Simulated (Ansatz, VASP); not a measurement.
## Two plane-wave programs on P

```
CELL_PARAMETERS angstrom
4.45591 0.00000 0.00000
-2.22795 3.85893 0.00000
0.00000 0.00000 2.51181
ATOMIC_POSITIONS crystal
P 0.00000 0.00000 0.00000
P 0.33333 0.66667 0.50000
P 0.66667 0.33333 0.50000
```

Alike in both runs: functional PBE; k mesh 8 × 8 × 12; occupations fermi-dirac, width 0.1 eV; no spin polarisation.

Ansatz relaxed the structure, and its values are those at the end. VASP's run is a single point on that final structure, the one shown.

|  | VASP | Ansatz |
| --- | --- | --- |
| version | VASP 6.6.1 | Ansatz 0.2.0 |
| potentials or method | VASP PAW PBE potentials, release 64 (P), cutoff 520 eV | plane waves (420 eV) with PAW, scalar-relativistic |
| valence electrons in the cell | 15 | 15 |

Ansatz gave:

| Property | Result |
| --- | --- |
| pressure (GPa) | 0.0 |

Question: Estimate VASP's values.

Answer: Pressure (GPa): -0.2.

With one functional, cell and mesh, what is left measures potentials, basis and numerics.
